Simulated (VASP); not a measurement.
Here is a VASP 6.6.1 calculation.

INCAR

```
PREC     = Accurate       # precision mode
ENCUT    = 520            # plane-wave cutoff, eV
EDIFF    = 1E-7           # SCF threshold, eV
ISMEAR   = 0              # smearing method
SIGMA    = 0.1            # smearing width, eV
LREAL    = F              # projectors in reciprocal space
LASPH    = T              # aspherical terms in the spheres
NELM     = 100            # most SCF steps
ALGO     = Fast           # electronic algorithm
ISIF     = 2              # what is computed and relaxed
LWAVE    = F              # write WAVECAR
LCHARG   = F              # write CHGCAR
LDIPOL   = T            
IDIPOL   = 3            
DIPOL    = 0.5 0.5 0.303
GGA      = PE             # functional
NBANDS   = 80             # bands
```

File KPOINTS:

```
Automatic mesh
0
Gamma
  5 5 1
```

The input POSCAR:

```
Cu6H
1.0
    5.1332392722      0.0000000000      0.0000000000
    0.0000000000      5.1332392722      0.0000000000
    0.0000000000      0.0000000000     21.5289058579
Cu H
12 2
Direct
    0.2500000000      0.2500000000      0.1857967157
    0.2500000000      0.7500000000      0.1857967157
    0.7500000000      0.2500000000      0.1857967157
    0.7500000000      0.7500000000      0.1857967157
    0.0000000000      0.0000000000      0.2677566944
    0.0000000000      0.5000000000      0.2677566944
    0.5000000000      0.0000000000      0.2677566944
    0.5000000000      0.5000000000      0.2677566944
    0.2500000000      0.2500000000      0.3497114952
    0.2500000000      0.7500000000      0.3497114952
    0.7500000000      0.2500000000      0.3497114952
    0.7500000000      0.7500000000      0.3497114952
    0.1866871516      1.0000000000      0.5169285393
    0.3133128484      1.0000000000      0.5169285393
```

Potentials or basis: VASP PAW PBE potentials, release 64 (Cu, H).

Run with:

```console
$ cat potpaw_PBE.64/Cu/POTCAR potpaw_PBE.64/H/POTCAR > POTCAR
$ mpirun -np 1 vasp_std > vasp.out
```

(1) Estimate the band gap on the k mesh.

(2) What does it give for the largest force?

Results:

(1) zero (bands 67 and 68 overlap by 1.15 eV).

(2) 4.885 eV/Å.
